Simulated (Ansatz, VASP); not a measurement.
# CdTe: VASP beside Ansatz

```xyz
2
Lattice="0.0000 3.2776 3.2776 3.2776 0.0000 3.2776 3.2776 3.2776 0.0000" Properties=species:S:1:pos:R:3 pbc="T T T"
Cd    0.0000    0.0000    0.0000
Te    1.6388    1.6388    1.6388
```

Alike in both runs: functional r2SCAN; k mesh 11 × 11 × 11; occupations fermi-dirac, width 0.1 eV; no spin polarisation.

Ansatz relaxed the structure, and its values are those at the end. VASP's run is a single point on that final structure, the one shown.

|  | VASP | Ansatz |
| --- | --- | --- |
| version | VASP 6.6.1 | Ansatz 0.2.0 |
| potentials or method | VASP PAW PBE potentials, release 64 (Cd, Te) | PAW with Ansatz's default frozen-core files, scalar-relativistic |
| plane-wave cutoff (eV) | 520 | 500 |
| valence electrons in the cell | 18 | 36 |

VASP gave:

```
pressure (GPa) : 0.2
```

Question: Estimate Ansatz's values.

Answer: Pressure (GPa): 0.0.

VASP's potentials were made for PBE, not for r2SCAN. With one functional, cell and mesh, what is left measures potentials, basis and numerics. VASP's potentials hold 18 valence electrons a cell and Ansatz's 36, so a difference there can come from the potentials and not from the codes.

Spin-orbit coupling is off throughout.
